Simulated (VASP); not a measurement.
Here is a VASP 6.6.1 calculation.

File POSCAR:

```
BN
1.0
    1.2501241109      0.7217594919      3.2533304091
   -1.2501241109      0.7217594919      3.2533304091
    0.0000000000     -1.4435189840      3.2533304090
B N
1 1
Direct
    0.9996880821      0.9996880821      0.9996880821
    0.3327449179      0.3327449179      0.3327449179
```

Contents of INCAR.step1:

```
  PREC = Accurate
  ENCUT = 500
  EDIFF = 1E-8
  ISMEAR = 0
  SIGMA = 0.01
  LREAL = False
  LASPH = True
  NELM = 60
  ALGO = Normal
  LWAVE = True
  LCHARG = False
  METAGGA = R2SCAN
  LMIXTAU = True
```

INCAR.step2

```
  PREC = Accurate
  ENCUT = 500
  EDIFF = 1E-8
  ISMEAR = 0
  SIGMA = 0.01
  LREAL = False
  LASPH = True
  NELM = 1
  ALGO = Exact
  LWAVE = True
  LCHARG = False
  METAGGA = R2SCAN
  LMIXTAU = True
  NBANDS = 34
  LOPTICS = True
  ISTART = 1
```

Contents of INCAR.step3:

```
  PREC = Accurate
  ENCUT = 500
  EDIFF = 1E-8
  ISMEAR = 0
  SIGMA = 0.01
  LREAL = False
  LASPH = True
  ALGO = EVGW0
  LWAVE = False
  LCHARG = False
  METAGGA = R2SCAN
  LMIXTAU = True
  NELMGW = 1
  NBANDS = 34
  ENCUTGW = 80.0
  NOMEGA = 48
  PRECFOCK = Fast
  ISTART = 1
  NBANDSGW = 12
```

The input KPOINTS:

```
Automatic mesh
0
Gamma
  6 6 6
```

Potentials or basis: VASP PAW PBE potentials, release 64 (B_GW, N_GW).

Command:

```console
$ cat potpaw_PBE.64/B_GW/POTCAR potpaw_PBE.64/N_GW/POTCAR > POTCAR
$ cp INCAR.step1 INCAR
$ mpirun -np 1 vasp_std > vasp.out
$ cp INCAR.step2 INCAR
$ mpirun -np 1 vasp_std > vasp.out
$ cp INCAR.step3 INCAR
$ mpirun -np 1 vasp_std > vasp.out
```

Q: What does it give for the quasiparticle gap?

A: 5.85 eV.

Q: Estimate the least direct quasiparticle gap.

A: 6.54 eV.

Q: Estimate the band gap on the k mesh, mean-field level.

A: 4.80 eV, indirect (least direct gap 5.43 eV).

Caveat: the k points lie up to 0.50 Å⁻¹ apart; bands, screening cutoff and mesh are small and nothing is extrapolated, so the quasiparticle values aren't converged. A k mesh can miss the band edges.
